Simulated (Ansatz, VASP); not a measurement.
SiNi: VASP beside Ansatz

```
Si Ni
1.0
     3.05528    0.00000    0.00000
     0.00000    3.25831    0.00000
     0.00000    0.00000   27.65114
Si Ni
6 6
Direct
  0.00000 0.00000 0.27161
  0.50000 0.50000 0.38728
  0.00000 0.00000 0.44157
  0.50000 0.50000 0.55843
  0.00000 0.00000 0.61272
  0.50000 0.50000 0.72839
  0.50000 0.50000 0.30253
  0.00000 0.00000 0.35728
  0.50000 0.50000 0.47320
  0.00000 0.00000 0.52680
  0.50000 0.50000 0.64272
  0.00000 0.00000 0.69747
```

Alike in both runs: functional PBE; k mesh 11 × 11 × 1; occupations gaussian, width 0.1 eV; no spin polarisation.

Ansatz relaxed the structure, and its values are those at the end. VASP's run is a single point on that final structure, the one shown.

|  | VASP | Ansatz |
| --- | --- | --- |
| version | VASP 6.6.1 | Ansatz 0.2.0 |
| potentials or method | VASP PAW PBE potentials, release 64 (Si, Ni), cutoff 520 eV | scalar-relativistic, plane waves, PAW |
| valence electrons in the cell | 84 | 132 |

```tsv
	VASP	Ansatz	Ansatz less VASP
gap on the k mesh at the Fermi level (eV)	none	none	-
rms of the force components (eV/Å)	0.006	0.002	-0.0040
```

A gap of «none» marks a metal or a gap that the smearing closes. VASP's potentials hold 84 valence electrons a cell and Ansatz's 132, so a difference there can come from the potentials and not from the codes. Ansatz's warnings: xc potential rough in thin density.
